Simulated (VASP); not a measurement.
Wanted: the native input for a VASP 6.6.1 run.

```
Task                   : single point
Functional             : PBE
Potentials or basis    : VASP PAW PBE potentials, release 64 (In_d, Se)
Cutoff                 : 520 eV
k mesh                 : 3 × 3 × 3
Occupations            : fermi-dirac, width 0.05 eV
Spin                   : no spin polarisation
Dipole correction      : no
Further INCAR settings : ALGO = Normal; EDIFF = 1e-06; NBANDS = 27
```

The structure of InSe lies in POSCAR:

```
InSe
1.0
    2.0000000000      1.1547005384      8.4400000000
   -2.0000000000      1.1547005384      8.4400000000
    0.0000000000     -2.3094010768      8.4400000000
In Se
2 2
Direct
    0.8886000000      0.8886000000      0.8886000000
    0.0000000000      0.0000000000      0.0000000000
    0.1719000000      0.1719000000      0.1719000000
    0.3835000000      0.3835000000      0.3835000000
```

The input as run:

INCAR

```
  PREC = Accurate
  ENCUT = 520
  EDIFF = 1E-6
  ISMEAR = -1
  SIGMA = 0.05
  LREAL = False
  LASPH = True
  NELM = 60
  ALGO = Normal
  ISIF = 2
  LWAVE = False
  LCHARG = False
  GGA = PE
  NBANDS = 27
```

KPOINTS

```
Automatic mesh
0
Gamma
  3 3 3
```

Potentials or basis: VASP PAW PBE potentials, release 64 (In_d, Se).

Command:

```console
$ cat potpaw_PBE.64/In_d/POTCAR potpaw_PBE.64/Se/POTCAR > POTCAR
$ mpirun -np 1 vasp_std > vasp.out
```

Results of the run:

```yaml
Pressure: 3.6 GPa
Largest_force: 0.349 eV/Å
Band_gap_on_the_k_mesh: 1.48 eV
```

Caveat: the k points lie up to 0.61 Å⁻¹ apart; spin-orbit coupling is left out, which moves the levels of the heavy elements; an odd mesh through Γ misses points on the zone boundary, where band edges can lie.

Wall time 67 s on 1 thread of Intel(R) Xeon(R) 6975P-C (Granite Rapids) (shared host), peak memory 0.6 GiB.
